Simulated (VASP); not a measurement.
# Li2S (Fm-3m) in VASP: notebook

Li2S is run at these levels: PBE; tasks: single point.

All numbers are computed with VASP 6.6.1; they aren't measurements. Logs are shortened: lines on timing, memory, paths and dates and some standing lists are left out, and cuts for length are marked.

**1. The cell of the first run**

The structure is cubic, space group Fm-3m (No. 225). The conventional cell has a = 5.667 Å, b = 5.667 Å, c = 5.667 Å, α = 90.00°, β = 90.00°, γ = 90.00°. Li (site symmetry -43m) has 4 S at 2.45 Å and 6 Li at 2.83 Å within 3.2 Å. S (site symmetry m-3m) has 8 Li at 2.45 Å within 3.2 Å.

**2. Single point, PBE (volume scaled by 0.980)**

INCAR reads:

```
PREC = Accurate
ENCUT = 750
EDIFF = 1E-6
ISMEAR = 0
SIGMA = 0.05
LREAL = F
LASPH = T
NELM = 120
ALGO = Normal
ISIF = 2
LWAVE = F
LCHARG = F
GGA = PE
NBANDS = 13
GGA_COMPAT = F
```

KPOINTS reads:

```
Automatic mesh
0
Gamma
  10 10 10
```

POSCAR reads:

```
Li2S
1.0
    0.0000000000      2.8337254936      2.8337254936
    2.8337254936      0.0000000000      2.8337254936
    2.8337254936      2.8337254936      0.0000000000
Li S
2 1
Direct
    0.2500000000      0.2500000000      0.2500000000
    0.7500000000      0.7500000000      0.7500000000
    0.0000000000      0.0000000000      0.0000000000
```

Potentials or basis: VASP PAW PBE potentials, release 64 (Li_sv, S).

Command:

```console
cat potpaw_PBE.64/Li_sv/POTCAR potpaw_PBE.64/S/POTCAR > POTCAR
mpirun -np 1 vasp_std > vasp.out
```

OUTCAR:

```text
PREC = Accurate
   ENCUT = 750
   EDIFF = 1E-6
   ISMEAR = 0
   LREAL = F
   LASPH = T
   NELM = 120
   ISIF = 2
   GGA = PE

 ion  position               nearest neighbor table
   1  0.250  0.250  0.250-   3 2.45   3 2.45   3 2.45   3 2.45
   2  0.750  0.750  0.750-   3 2.45   3 2.45   3 2.45   3 2.45
   3  0.000  0.000  0.000-   2 2.45   2 2.45   2 2.45   1 2.45   2 2.45   1 2.45   1 2.45   1 2.45

  LATTYP: Found a face centered cubic cell.
 ALAT       =     5.6674509872

  Lattice vectors:

 A1 = (   0.0000000000,   2.8337254936,   2.8337254936)
 A2 = (   2.8337254936,   0.0000000000,   2.8337254936)
 A3 = (   2.8337254936,   2.8337254936,   0.0000000000)

Analysis of symmetry for initial positions (statically):
=====================================================================
 Subroutine PRICEL returns:
 Original cell was already a primitive cell.

 Routine SETGRP: Setting up the symmetry group for a
 face centered cubic supercell.

 Subroutine GETGRP returns: Found 48 space group operations
 (whereof 48 operations were pure point group operations)
 out of a pool of 48 trial point group operations.

The static configuration has the point symmetry O_h .

Analysis of symmetry for dynamics (positions and initial velocities):
=====================================================================
 Subroutine PRICEL returns:
 Original cell was already a primitive cell.

 Routine SETGRP: Setting up the symmetry group for a
 face centered cubic supercell.

 Subroutine GETGRP returns: Found 48 space group operations
 (whereof 48 operations were pure point group operations)
 out of a pool of 48 trial point group operations.

The dynamic configuration has the point symmetry O_h .

 Subroutine INISYM returns: Found 48 space group operations
 (whereof 48 operations are pure point group operations),
 and found     1 'primitive' translations

----------------------------------------------------------------------------------------

                                     Primitive cell

  volume of cell :      45.5096

  direct lattice vectors                    reciprocal lattice vectors
     0.000000000  2.833725494  2.833725494    -0.176446166  0.176446166  0.176446166
     2.833725494  0.000000000  2.833725494     0.176446166 -0.176446166  0.176446166
     2.833725494  2.833725494  0.000000000     0.176446166  0.176446166 -0.176446166

  length of vectors
     4.007493025  4.007493025  4.007493025     0.305613725  0.305613725  0.305613725

  position of ions in fractional coordinates (direct lattice)
     0.250000000  0.250000000  0.250000000
     0.750000000  0.750000000  0.750000000
     0.000000000  0.000000000  0.000000000

  ion indices of the primitive-cell ions
   primitive index   ion index
                 1           1
                 2           2
                 3           3

----------------------------------------------------------------------------------------

 KPOINTS: Automatic mesh

Automatic generation of k-mesh.
 Grid dimensions read from file:
 generate k-points for:   10   10   10

 Generating k-lattice:

  Cartesian coordinates                     Fractional coordinates (reciprocal lattice)
    -0.017644617  0.017644617  0.017644617     0.100000000  0.000000000  0.000000000
     0.017644617 -0.017644617  0.017644617     0.000000000  0.100000000  0.000000000
     0.017644617  0.017644617 -0.017644617     0.000000000  0.000000000  0.100000000

  Length of vectors
     0.030561373  0.030561373  0.030561373

  Shift w.r.t. Gamma in fractional coordinates (k-lattice)
     0.000000000  0.000000000  0.000000000

 Subroutine IBZKPT returns following result:
 ===========================================

 Found     47 irreducible k-points:

 Following reciprocal coordinates:
            Coordinates               Weight
  0.000000  0.000000  0.000000      1.000000
  0.100000  0.000000  0.000000      8.000000
  0.200000  0.000000  0.000000      8.000000
  0.300000  0.000000  0.000000      8.000000
  0.400000  0.000000  0.000000      8.000000
  0.500000  0.000000  0.000000      4.000000
[... 16 lines left out ...]
  0.300000  0.300000  0.000000      6.000000
  0.400000  0.300000  0.000000     24.000000
 [... further k-points ...]
   k-points           NKPTS =     47   k-points in BZ     NKDIM =     47   number of bands    NBANDS=     13
   number of dos      NEDOS =    301   number of ions     NIONS =      3
   total plane-waves  NPLWV =  46656
   dimension x,y,z NGX =    36 NGY =   36 NGZ =   36
   dimension x,y,z NGXF=    72 NGYF=   72 NGZF=   72
   ions per type =               2   1
   NGX,Y,Z   is equivalent  to a cutoff of  14.93, 14.93, 14.93 a.u.
   NGXF,Y,Z  is equivalent  to a cutoff of  29.87, 29.87, 29.87 a.u.
 SYSTEM =  unknown system
   PREC   = accura    normal or accurate (medium, high low for compatibility)
   ISTART =      0    job   : 0-new  1-cont  2-samecut
   ICHARG =      2    charge: 1-file 2-atom 10-const
   ISPIN  =      1    spin polarized calculation?
   LNONCOLLINEAR =      F non collinear calculations
   LSORBIT =      F    spin-orbit coupling
   LASPH  =      T    aspherical Exc in radial PAW
   ENCUT  =  750.0 eV  55.12 Ry    7.42 a.u.   8.95  8.95  8.95*2*pi/ulx,y,z
   NELM   =    120;   NELMIN=  2; NELMDL= -5     # of ELM steps
   EDIFF  = 0.1E-05   stopping-criterion for ELM
   LREAL  =      F    real-space projection
   EDIFFG = 0.1E-04   stopping-criterion for IOM
   NSW    =      0    number of steps for IOM
   IBRION =     -1    ionic relax: 0-MD 1-quasi-New 2-CG
   NFREE  =      0    steps in history (QN), initial steepest desc. (CG)
   ISIF   =      2    stress and relaxation
   ISYM   =      2    0-nonsym 1-usesym 2-fastsym
   POTIM  = 0.5000    time-step for ionic-motion
   TEBEG  =    0.0;   TEEND  =   0.0 temperature during run
   PSTRESS=    0.0 pullay stress
   NELECT =      12.0000    total number of electrons
   NUPDOWN=      -1.0000    fix difference up-down
   EMIN   =  10.00;   EMAX   =-10.00  energy-range for DOS
   EFERMI =   0.00;   METHOD = LEGACY
   ISMEAR =     0;   SIGMA  =   0.05  broadening in eV -4-tet -1-fermi 0-gaus
   EFERMI_NEDOS =   21; number of points for ismear=-14 and -15
   IALGO  =     38    algorithm
   IMIX   =      4    mixing-type and parameters
     AMIX     =   0.40;   BMIX     =  1.00
     AMIX_MAG =   1.60;   BMIX_MAG =  1.00
  volume/ion in A,a.u.               =      15.17       102.37
  Fermi-wavevector in a.u.,A,eV,Ry     =   1.049786  1.983808 14.994311  1.102051
  Thomas-Fermi vector in A             =   2.184763
   LORBIT       =      0    0 simple, 1 ext, 2 COOP (PROOUT), +10 PAW based schemes
   GGA     = PE    functional components
   LHFCALC =     F    Hartree Fock is set to
   AEXX    =    0.0000 exact exchange contribution
   IVDW    =     0    specifies the selected vdW correction
   LEPSILON=     F    determine dielectric tensor
   LRPA    =     F    only Hartree local field effects (RPA)
 non-spin polarized calculation
 Gauss-broadening in eV      SIGMA  =   0.05
  energy-cutoff  :      750.00
  volume of cell :       45.51
 maximum number of plane-waves:      2154
   NGX = 17   NGY = 17   NGZ = 17

 number of electron      11.9999997 magnetization

 Free energy of the ion-electron system (eV)
  ---------------------------------------------------
  ext. energy  EPLUGINS =         0.00000000
  ---------------------------------------------------
  free energy    TOTEN  =       -11.99277261 eV

  energy without entropy =      -11.99277261  energy(sigma->0) =      -11.99277261

 E-fermi :   1.8069     XC(G=0):  -8.5688

 val. band max:        1.5621913666   @ k =   0.0000   0.0000   0.0000
 cond. band min:       4.9416082312   @ k =   0.5000   0.5000   0.0000
 fundamental gap:      3.3794168645
 Fermi energy:         1.8069254993

 k-point     1 :       0.0000    0.0000    0.0000
  band No.  band energies     occupation
      1     -42.5787      2.00000
      2     -42.5333      2.00000
      3      -9.5058      2.00000
      4       1.5622      2.00000
      5       1.5622      2.00000
      6       1.5622      2.00000
      7       5.9144      0.00000
      8       7.8000      0.00000
      9       7.8000      0.00000
     10       7.8000      0.00000
     11      12.7842      0.00000
     12      12.7842      0.00000
     13      14.0725      0.00000

 k-point     2 :       0.1000    0.0000    0.0000
  band No.  band energies     occupation
      1     -42.5774      2.00000
      2     -42.5344      2.00000
      3      -9.4680      2.00000
      4       1.1517      2.00000
      5       1.5028      2.00000
      6       1.5028      2.00000
      7       6.2135      0.00000
      8       7.9607      0.00000
      9       7.9607      0.00000
     10       8.0352      0.00000
     11      12.0304      0.00000
     12      12.0304      0.00000
     13      14.1692      0.00000

 k-point     3 :       0.2000    0.0000    0.0000
  band No.  band energies     occupation
      1     -42.5740      2.00000
      2     -42.5373      2.00000
      3      -9.3651      2.00000
      4       0.2910      2.00000
      5       1.3591      2.00000
      6       1.3591      2.00000
      7       6.7537      0.00000
      8       8.2788      0.00000
      9       8.2788      0.00000
     10       8.6656      0.00000
     11      11.4315      0.00000
     12      11.4315      0.00000
     13      14.4643      0.00000
[... 305 lines left out ...]
 k-point    23 :       0.3000    0.3000    0.0000
  band No.  band energies     occupation
      1     -42.5679      2.00000
      2     -42.5424      2.00000
      3      -9.1428      2.00000
      4      -0.0769      2.00000
      5       0.5245      2.00000
      6       0.5245      2.00000
      7       5.9900      0.00000
      8       8.3705      0.00000
      9      10.2093      0.00000
     10      10.2093      0.00000
     11      11.2477      0.00000
     12      14.1834      0.00000
     13      16.9095      0.00000

 k-point    24 :       0.4000    0.3000    0.0000
  band No.  band energies     occupation
      1     -42.5649      2.00000
      2     -42.5451      2.00000
      3      -9.0507      2.00000
      4      -0.4252      2.00000
      5       0.3337      2.00000
      6       0.3903      2.00000
      7       5.8067      0.00000
      8       8.6626      0.00000
      9      10.4934      0.00000
     10      10.6315      0.00000
     11      12.3408      0.00000
     12      14.7729      0.00000
     13      15.9651      0.00000

 [... further k-points ...]
[... 5 lines left out ...]
  --------------------------------------------------------------------------------------
  -------------------------------------------------------------------------------------
  Total        0.2050594      0.2050594      0.2050594     -0.0000000     -0.0000000      0.0000000
  in kB        7.2191649      7.2191649      7.2191649     -0.0000000     -0.0000000      0.0000000
  external PRESSURE =       7.2191649 kB  Pullay stress =       0.0000000 kB

 VOLUME and BASIS-vectors are now :
 -----------------------------------------------------------------------------
  energy-cutoff  :      750.00
  volume of cell :       45.51
      direct lattice vectors                 reciprocal lattice vectors
     0.000000000  2.833725494  2.833725494    -0.176446166  0.176446166  0.176446166
     2.833725494  0.000000000  2.833725494     0.176446166 -0.176446166  0.176446166
     2.833725494  2.833725494  0.000000000     0.176446166  0.176446166 -0.176446166

 POSITION                                       TOTAL-FORCE (eV/Angst)
 -----------------------------------------------------------------------------------
      1.41686      1.41686      1.41686        -0.000000     -0.000000     -0.000000
      4.25059      4.25059      4.25059         0.000000      0.000000      0.000000
      0.00000      0.00000      0.00000        -0.000000      0.000000     -0.000000
 -----------------------------------------------------------------------------------
    total drift:                                0.000000      0.000000      0.000000

  FREE ENERGIE OF THE ION-ELECTRON SYSTEM (eV)
  ---------------------------------------------------
  free  energy   TOTEN  =       -11.9927726073 eV

  energy  without entropy=      -11.9927726073  energy(sigma->0) =      -11.99277261
```

Run time: 23 s. Hardware: 1 thread of Intel Xeon Platinum 8488C (Sapphire Rapids), shared host; peak memory 0.21 GiB.

What came out:

```yaml
Free_energy: -11.9928 eV
Pressure: 0.7 GPa
Band_gap_on_the_k_mesh: 3.38 eV, indirect (least direct gap 4.35 eV)
```

Levels at points of the mesh, in eV from the valence-band top:
```tsv
k point	band 4	band 5	band 6	band 7	band 8	band 9
(0.00, 0.00, 0.00)	0.00	0.00	0.00	4.35	6.24	6.24
(0.50, 0.00, 0.00)	-2.93	-0.52	-0.52	6.18	6.58	6.58
(0.50, 0.50, 0.00)	-2.20	-1.45	-1.45	3.38	7.13	11.21
```

 A k mesh can miss the band edges.

**3. Single point, PBE (volume scaled by 0.960)**

INCAR reads:

```
  PREC = Accurate
  ENCUT = 750
  EDIFF = 1E-6
  ISMEAR = 0
  SIGMA = 0.05
  LREAL = False
  LASPH = True
  NELM = 120
  ALGO = Normal
  ISIF = 2
  LWAVE = False
  LCHARG = True
  GGA = PE
  LELF = True
  LVHAR = True
  NBANDS = 13
  GGA_COMPAT = False
```

KPOINTS reads:

```
regular mesh
0
Gamma
  10 10 10
```

POSCAR reads:

```
Li2S
1.0
    0.0000000000      2.8143158057      2.8143158057
    2.8143158057      0.0000000000      2.8143158057
    2.8143158057      2.8143158057      0.0000000000
Li S
2 1
Direct
    0.2500000000      0.2500000000      0.2500000000
    0.7500000000      0.7500000000      0.7500000000
    0.0000000000      0.0000000000      0.0000000000
```

Potentials or basis: VASP PAW PBE potentials, release 64 (Li_sv, S).

Command:

```console
cat potpaw_PBE.64/Li_sv/POTCAR potpaw_PBE.64/S/POTCAR > POTCAR
mpirun -np 1 vasp_std > vasp.out
```

OUTCAR:

```text
PREC = Accurate
   ENCUT = 750
   EDIFF = 1E-6
   ISMEAR = 0
   LREAL = False
   LASPH = True
   NELM = 120
   ISIF = 2
   GGA = PE

 ion  position               nearest neighbor table
   1  0.250  0.250  0.250-   3 2.44   3 2.44   3 2.44   3 2.44
   2  0.750  0.750  0.750-   3 2.44   3 2.44   3 2.44   3 2.44
   3  0.000  0.000  0.000-   1 2.44   2 2.44   2 2.44   2 2.44   2 2.44   1 2.44   1 2.44   1 2.44

  LATTYP: Found a face centered cubic cell.
 ALAT       =     5.6286316114

  Lattice vectors:

 A1 = (   0.0000000000,   2.8143158057,   2.8143158057)
 A2 = (   2.8143158057,   0.0000000000,   2.8143158057)
 A3 = (   2.8143158057,   2.8143158057,   0.0000000000)

Analysis of symmetry for initial positions (statically):
=====================================================================
 Subroutine PRICEL returns:
 Original cell was already a primitive cell.

 Routine SETGRP: Setting up the symmetry group for a
 face centered cubic supercell.

 Subroutine GETGRP returns: Found 48 space group operations
 (whereof 48 operations were pure point group operations)
 out of a pool of 48 trial point group operations.

The static configuration has the point symmetry O_h .

Analysis of symmetry for dynamics (positions and initial velocities):
[... 179 lines left out ...]
     10       7.9385      0.00000
     11      12.9679      0.00000
     12      12.9679      0.00000
     13      14.3078      0.00000
[... 354 lines left out ...]
  band No.  band energies     occupation
      1     -42.3967      2.00000
      2     -42.3753      2.00000
      3      -8.9605      2.00000
      4      -0.3359      2.00000
      5       0.4297      2.00000
      6       0.4854      2.00000
      7       5.9431      0.00000
      8       8.8400      0.00000
      9      10.7211      0.00000
     10      10.8376      0.00000
     11      12.6363      0.00000
     12      14.9865      0.00000
     13      16.2317      0.00000

 [... further k-points ...]

------------------------ aborting loop because EDIFF is reached ----------------------------------------

  FORCE on cell =-STRESS in cart. coord.  units (eV):
  Direction    XX          YY          ZZ          XY          YZ          ZX
  --------------------------------------------------------------------------------------
  -------------------------------------------------------------------------------------
  Total        0.4622097      0.4622097      0.4622097     -0.0000000      0.0000000      0.0000000
  in kB       16.6112051     16.6112051     16.6112051     -0.0000000      0.0000000      0.0000000
  external PRESSURE =      16.6112051 kB  Pullay stress =       0.0000000 kB

 VOLUME and BASIS-vectors are now :
 -----------------------------------------------------------------------------
  energy-cutoff  :      750.00
  volume of cell :       44.58
      direct lattice vectors                 reciprocal lattice vectors
     0.000000000  2.814315806  2.814315806    -0.177663075  0.177663075  0.177663075
     2.814315806  0.000000000  2.814315806     0.177663075 -0.177663075  0.177663075
     2.814315806  2.814315806  0.000000000     0.177663075  0.177663075 -0.177663075

 POSITION                                       TOTAL-FORCE (eV/Angst)
 -----------------------------------------------------------------------------------
      1.40716      1.40716      1.40716         0.000000      0.000000      0.000000
      4.22147      4.22147      4.22147        -0.000000     -0.000000     -0.000000
      0.00000      0.00000      0.00000        -0.000000     -0.000000     -0.000000
 -----------------------------------------------------------------------------------
    total drift:                                0.000000      0.000000      0.000000

  FREE ENERGIE OF THE ION-ELECTRON SYSTEM (eV)
  ---------------------------------------------------
  free  energy   TOTEN  =       -11.9852845618 eV

  energy  without entropy=      -11.9852845618  energy(sigma->0) =      -11.98528456
```

stdout:

```text
POSCAR found type information on POSCAR LiS
 POSCAR found :  2 types and       3 ions
 scaLAPACK will be used
 LDA part: xc-table for (Slater+PW92), standard interpolation
 POSCAR, INCAR and KPOINTS ok, starting setup
 FFT: planning ... GRIDC
 FFT: planning ... GRID_SOFT
 FFT: planning ... GRID
 WAVECAR not read
 entering main loop
```

Run time: 28 s. Hardware: 1 thread of Intel Xeon Platinum 8488C (Sapphire Rapids), shared host; peak memory 0.21 GiB.

Results:

* Free energy: -11.9853 eV
* Pressure: 1.7 GPa
* Band gap on the k mesh: 3.36 eV, indirect (least direct gap 4.46 eV)

 A k mesh can miss the band edges.

(Part 1 of 2 ends here.)
